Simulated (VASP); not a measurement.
# TiCo3 (Pm-3m) in VASP: a series of runs

Runs on TiCo3. Level: PBEsol. Tasks: single point.

Program: VASP 6.6.1. These are calculated values, not measurements. Logs are shortened: lines on timing, memory, paths and dates and some standing lists are left out, and cuts for length are marked.

## Step 1: The cell of the first run

Symmetry: Pm-3m, No. 221, cubic system. Conventional cell: a = 3.422 Å, b = 3.422 Å, c = 3.422 Å, α = 90.00°, β = 90.00°, γ = 90.00°. Ti (site symmetry m-3m) has 12 Co at 2.42 Å within 3.2 Å. Within 3.2 Å of Co (site symmetry 4/mmm) lie 4 Ti at 2.42 Å and 8 Co at 2.42 Å.

## Step 2: Single point, PBEsol (10.02 Å³/atom)

Input file INCAR:

```
  PREC = Accurate
  ENCUT = 520
  EDIFF = 1E-7
  ISMEAR = -1
  SIGMA = 0.05
  LREAL = F
  LASPH = T
  NELM = 100
  ALGO = Normal
  ISIF = 2
  LWAVE = F
  LCHARG = T
  GGA = PS
  LELF = T
  LVHAR = T
  NBANDS = 28
```

Input file KPOINTS:

```
Automatic mesh
0
Gamma
  10 10 10
```

Input file POSCAR:

```
TiCo3
1.0
    3.4220320619      0.0000000000      0.0000000000
    0.0000000000      3.4220320619      0.0000000000
    0.0000000000      0.0000000000      3.4220320619
Ti Co
1 3
Direct
    0.0000000000      0.0000000000      0.0000000000
    0.0000000000      0.5000000000      0.5000000000
    0.5000000000      0.0000000000      0.5000000000
    0.5000000000      0.5000000000      0.0000000000
```

Potentials or basis: VASP PAW PBE potentials, release 64 (Ti_sv, Co).

The run is started by

```console
> cat potpaw_PBE.64/Ti_sv/POTCAR potpaw_PBE.64/Co/POTCAR > POTCAR
> mpirun -np 1 vasp_std > vasp.out
```

OUTCAR:

```text
PREC = Accurate
   ENCUT = 520
   EDIFF = 1E-7
   ISMEAR = -1
   LREAL = F
   LASPH = T
   NELM = 100
   ISIF = 2
   GGA = PS

 ion  position               nearest neighbor table
   1  0.000  0.000  0.000-   2 2.42   3 2.42   4 2.42   2 2.42   3 2.42   2 2.42   4 2.42   2 2.42
                             3 2.42   4 2.42   3 2.42   4 2.42
   2  0.000  0.500  0.500-   1 2.42   3 2.42   4 2.42   1 2.42   4 2.42   1 2.42   3 2.42   1 2.42
                             3 2.42   4 2.42   4 2.42   3 2.42
   3  0.500  0.000  0.500-   1 2.42   2 2.42   4 2.42   1 2.42   4 2.42   2 2.42   4 2.42   4 2.42
                             1 2.42   2 2.42   1 2.42   2 2.42
   4  0.500  0.500  0.000-   1 2.42   2 2.42   3 2.42   2 2.42   3 2.42   1 2.42   3 2.42   3 2.42
                             1 2.42   2 2.42   2 2.42   1 2.42

  LATTYP: Found a simple cubic cell.
 ALAT       =     3.4220320619

  Lattice vectors:

 A1 = (   3.4220320619,   0.0000000000,   0.0000000000)
 A2 = (   0.0000000000,   3.4220320619,   0.0000000000)
 A3 = (   0.0000000000,   0.0000000000,   3.4220320619)

Analysis of symmetry for initial positions (statically):
=====================================================================
 Subroutine PRICEL returns:
 Original cell was already a primitive cell.

 Routine SETGRP: Setting up the symmetry group for a
 simple cubic supercell.

 Subroutine GETGRP returns: Found 48 space group operations
 (whereof 48 operations were pure point group operations)
 out of a pool of 48 trial point group operations.

The static configuration has the point symmetry O_h .

Analysis of symmetry for dynamics (positions and initial velocities):
=====================================================================
 Subroutine PRICEL returns:
 Original cell was already a primitive cell.

 Routine SETGRP: Setting up the symmetry group for a
 simple cubic supercell.

 Subroutine GETGRP returns: Found 48 space group operations
 (whereof 48 operations were pure point group operations)
 out of a pool of 48 trial point group operations.

The dynamic configuration has the point symmetry O_h .

 Subroutine INISYM returns: Found 48 space group operations
 (whereof 48 operations are pure point group operations),
 and found     1 'primitive' translations

----------------------------------------------------------------------------------------

                                     Primitive cell

  volume of cell :      40.0730

  direct lattice vectors                    reciprocal lattice vectors
     3.422032062  0.000000000  0.000000000     0.292224030  0.000000000  0.000000000
     0.000000000  3.422032062  0.000000000     0.000000000  0.292224030  0.000000000
     0.000000000  0.000000000  3.422032062     0.000000000  0.000000000  0.292224030

  length of vectors
     3.422032062  3.422032062  3.422032062     0.292224030  0.292224030  0.292224030

  position of ions in fractional coordinates (direct lattice)
     0.000000000  0.000000000  0.000000000
     0.000000000  0.500000000  0.500000000
     0.500000000  0.000000000  0.500000000
     0.500000000  0.500000000  0.000000000

  ion indices of the primitive-cell ions
   primitive index   ion index
                 1           1
                 2           2
                 3           3
                 4           4

----------------------------------------------------------------------------------------

 KPOINTS: Automatic mesh

Automatic generation of k-mesh.
 Grid dimensions read from file:
 generate k-points for:   10   10   10

 Generating k-lattice:

  Cartesian coordinates                     Fractional coordinates (reciprocal lattice)
     0.029222403  0.000000000  0.000000000     0.100000000  0.000000000  0.000000000
     0.000000000  0.029222403  0.000000000     0.000000000  0.100000000  0.000000000
     0.000000000  0.000000000  0.029222403     0.000000000  0.000000000  0.100000000

  Length of vectors
     0.029222403  0.029222403  0.029222403

  Shift w.r.t. Gamma in fractional coordinates (k-lattice)
     0.000000000  0.000000000  0.000000000

 Subroutine IBZKPT returns following result:
 ===========================================

 Found     56 irreducible k-points:

 Following reciprocal coordinates:
            Coordinates               Weight
  0.000000  0.000000  0.000000      1.000000
  0.100000  0.000000  0.000000      6.000000
  0.200000  0.000000  0.000000      6.000000
  0.300000  0.000000  0.000000      6.000000
  0.400000  0.000000  0.000000      6.000000
  0.500000  0.000000  0.000000      3.000000
[... 16 lines left out ...]
  0.200000  0.100000  0.100000     24.000000
  0.300000  0.100000  0.100000     24.000000
 [... further k-points ...]
   k-points           NKPTS =     56   k-points in BZ     NKDIM =     56   number of bands    NBANDS=     28
   number of dos      NEDOS =    301   number of ions     NIONS =      4
   total plane-waves  NPLWV =  21952
   dimension x,y,z NGX =    28 NGY =   28 NGZ =   28
   dimension x,y,z NGXF=    56 NGYF=   56 NGZF=   56
   ions per type =               1   3
   NGX,Y,Z   is equivalent  to a cutoff of  13.60, 13.60, 13.60 a.u.
   NGXF,Y,Z  is equivalent  to a cutoff of  27.21, 27.21, 27.21 a.u.
 SYSTEM =  unknown system
   PREC   = accura    normal or accurate (medium, high low for compatibility)
   ISTART =      0    job   : 0-new  1-cont  2-samecut
   ICHARG =      2    charge: 1-file 2-atom 10-const
   ISPIN  =      1    spin polarized calculation?
   LNONCOLLINEAR =      F non collinear calculations
   LSORBIT =      F    spin-orbit coupling
   LASPH  =      T    aspherical Exc in radial PAW
   ENCUT  =  520.0 eV  38.22 Ry    6.18 a.u.   6.36  6.36  6.36*2*pi/ulx,y,z
   NELM   =    100;   NELMIN=  2; NELMDL= -5     # of ELM steps
   EDIFF  = 0.1E-06   stopping-criterion for ELM
   LREAL  =      F    real-space projection
   EDIFFG = 0.1E-05   stopping-criterion for IOM
   NSW    =      0    number of steps for IOM
   IBRION =     -1    ionic relax: 0-MD 1-quasi-New 2-CG
   NFREE  =      0    steps in history (QN), initial steepest desc. (CG)
   ISIF   =      2    stress and relaxation
   ISYM   =      2    0-nonsym 1-usesym 2-fastsym
   POTIM  = 0.5000    time-step for ionic-motion
   TEBEG  =    0.0;   TEEND  =   0.0 temperature during run
   PSTRESS=    0.0 pullay stress
   NELECT =      39.0000    total number of electrons
   NUPDOWN=      -1.0000    fix difference up-down
   EMIN   =  10.00;   EMAX   =-10.00  energy-range for DOS
   EFERMI =   0.00;   METHOD = LEGACY
   ISMEAR =    -1;   SIGMA  =   0.05  broadening in eV -4-tet -1-fermi 0-gaus
   EFERMI_NEDOS =   21; number of points for ismear=-14 and -15
   IALGO  =     38    algorithm
   IMIX   =      4    mixing-type and parameters
     AMIX     =   0.40;   BMIX     =  1.00
     AMIX_MAG =   1.60;   BMIX_MAG =  1.00
  volume/ion in A,a.u.               =      10.02        67.61
  Fermi-wavevector in a.u.,A,eV,Ry     =   1.622354  3.065805 35.810977  2.632033
  Thomas-Fermi vector in A             =   2.715981
   LORBIT       =      0    0 simple, 1 ext, 2 COOP (PROOUT), +10 PAW based schemes
   GGA     = PS    functional components
   LHFCALC =     F    Hartree Fock is set to
   AEXX    =    0.0000 exact exchange contribution
   IVDW    =     0    specifies the selected vdW correction
   LEPSILON=     F    determine dielectric tensor
   LRPA    =     F    only Hartree local field effects (RPA)
 non-spin polarized calculation
  energy-cutoff  :      520.00
  volume of cell :       40.07
 maximum number of plane-waves:      1108
 NGX is ok and might be reduce to    28
   NGX = 13   NGY = 13   NGZ = 13

 number of electron      39.0000027 magnetization

 Free energy of the ion-electron system (eV)
  ---------------------------------------------------
  ext. energy  EPLUGINS =         0.00000000
  ---------------------------------------------------
  free energy    TOTEN  =       -32.46602805 eV

  energy without entropy =      -32.42949490  energy(sigma->0) =      -32.44776148

 E-fermi :  12.0510     XC(G=0): -14.2144

 val. band max:       12.0365263760   @ k =   0.2000   0.0000   0.0000
 cond. band min:      12.0569064561   @ k =   0.5000   0.1000   0.0000
 fundamental gap:      0.0203800801
 Fermi energy:        12.0510233913

 k-point     1 :       0.0000    0.0000    0.0000
  band No.  band energies     occupation
      1     -43.8365      2.00000
      2     -20.2299      2.00000
      3     -20.2299      2.00000
      4     -20.2299      2.00000
      5       3.4315      2.00000
      6       6.9586      2.00000
[... 20 lines left out ...]
     27      16.1509      0.00000
     28      16.1509      0.00000

 k-point     2 :       0.1000    0.0000    0.0000
  band No.  band energies     occupation
      1     -43.8356      2.00000
      2     -20.2412      2.00000
      3     -20.2306      2.00000
      4     -20.2306      2.00000
      5       3.5830      2.00000
      6       7.0355      2.00000
[... 20 lines left out ...]
     27      17.0307      0.00000
     28      17.0307      0.00000

 k-point     3 :       0.2000    0.0000    0.0000
  band No.  band energies     occupation
      1     -43.8331      2.00000
      2     -20.2707      2.00000
      3     -20.2325      2.00000
      4     -20.2325      2.00000
      5       4.0256      2.00000
      6       7.2157      2.00000
[... 20 lines left out ...]
     27      18.2612      0.00000
     28      18.2612      0.00000

 k-point     4 :       0.3000    0.0000    0.0000
  band No.  band energies     occupation
      1     -43.8301      2.00000
      2     -20.3069      2.00000
      3     -20.2348      2.00000
      4     -20.2348      2.00000
      5       4.7196      2.00000
      6       7.3364      2.00000
[... 578 lines left out ...]
     27      17.0394      0.00000
     28      17.5293      0.00000

 k-point    23 :       0.2000    0.1000    0.1000
  band No.  band energies     occupation
      1     -43.8315      2.00000
      2     -20.2714      2.00000
      3     -20.2443      2.00000
      4     -20.2405      2.00000
      5       4.3068      2.00000
      6       7.4075      2.00000
[... 20 lines left out ...]
     27      18.1444      0.00000
     28      18.2494      0.00000

 k-point    24 :       0.3000    0.1000    0.1000
  band No.  band energies     occupation
      1     -43.8287      2.00000
      2     -20.3050      2.00000
      3     -20.2464      2.00000
      4     -20.2419      2.00000
      5       4.9776      2.00000
      6       7.5393      2.00000
[... 20 lines left out ...]
     27      19.2625      0.00000
     28      19.3534      0.00000

 [... further k-points ...]

------------------------ aborting loop because EDIFF is reached ----------------------------------------

  FORCE on cell =-STRESS in cart. coord.  units (eV):
  Direction    XX          YY          ZZ          XY          YZ          ZX
  --------------------------------------------------------------------------------------
  -------------------------------------------------------------------------------------
  Total        6.3568578      6.3568578      6.3568578     -0.0000000     -0.0000000      0.0000000
  in kB      254.1562864    254.1562864    254.1562864     -0.0000000     -0.0000000      0.0000000
  external PRESSURE =     254.1562864 kB  Pullay stress =       0.0000000 kB

 VOLUME and BASIS-vectors are now :
 -----------------------------------------------------------------------------
  energy-cutoff  :      520.00
  volume of cell :       40.07
      direct lattice vectors                 reciprocal lattice vectors
     3.422032062  0.000000000  0.000000000     0.292224030  0.000000000  0.000000000
     0.000000000  3.422032062  0.000000000     0.000000000  0.292224030  0.000000000
     0.000000000  0.000000000  3.422032062     0.000000000  0.000000000  0.292224030

 POSITION                                       TOTAL-FORCE (eV/Angst)
 -----------------------------------------------------------------------------------
      0.00000      0.00000      0.00000         0.000000      0.000000      0.000000
      0.00000      1.71102      1.71102         0.000000      0.000000      0.000000
      1.71102      0.00000      1.71102         0.000000      0.000000      0.000000
      1.71102      1.71102      0.00000         0.000000      0.000000      0.000000
 -----------------------------------------------------------------------------------
    total drift:                                0.000000      0.000000      0.000000

  FREE ENERGIE OF THE ION-ELECTRON SYSTEM (eV)
  ---------------------------------------------------
  free  energy   TOTEN  =       -32.4660280509 eV

  energy  without entropy=      -32.4294949002  energy(sigma->0) =      -32.44776148
```

Run time: 1.7 min. Hardware: 1 thread of Intel Xeon 8259CL, shared host; peak memory 0.2 GiB.

Results:

| Item | Value |
| --- | --- |
| Free energy | -32.4660 eV |
| Pressure | 25.4 GPa |
| Band gap on the k mesh | zero (an odd number of electrons rules out a gap without spin polarisation) |

Caveat: the cell stands under pressure; the PAW data sets were made with another functional, which shifts forces and pressure a little; the run has no spin polarisation, though such a crystal can be magnetic.

(Continued in part 2 of 2.)
